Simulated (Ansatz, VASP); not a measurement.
# Ni in VASP and in Ansatz

```
Ni
1.0
     0.00000    1.73306    1.73306
     1.73306    0.00000    1.73306
     1.73306    1.73306    0.00000
Ni
1
Direct
  0.00000 0.00000 0.00000
```

Alike in both runs: task single point; functional r2SCAN; k mesh 15 × 15 × 15; occupations gaussian, width 1 eV; no spin polarisation.

```csv
,VASP,Ansatz
version,VASP 6.6.1,Ansatz 0.2.0
potentials or method,"VASP PAW PBE potentials, release 64 (Ni), cutoff 520 eV","plane waves (500 eV) with PAW, scalar-relativistic"
valence electrons in the cell,10,18
```

|  | VASP | Ansatz | Ansatz less VASP |
| --- | --- | --- | --- |
| pressure (GPa) | 4.9 | 4.3 | -0.59 |

VASP's potentials were made for PBE, not for r2SCAN. The functional is the same, so the differences come from potentials, cutoffs and numerics. VASP's potentials hold 10 valence electrons a cell and Ansatz's 18, so a difference there can come from the potentials and not from the codes.
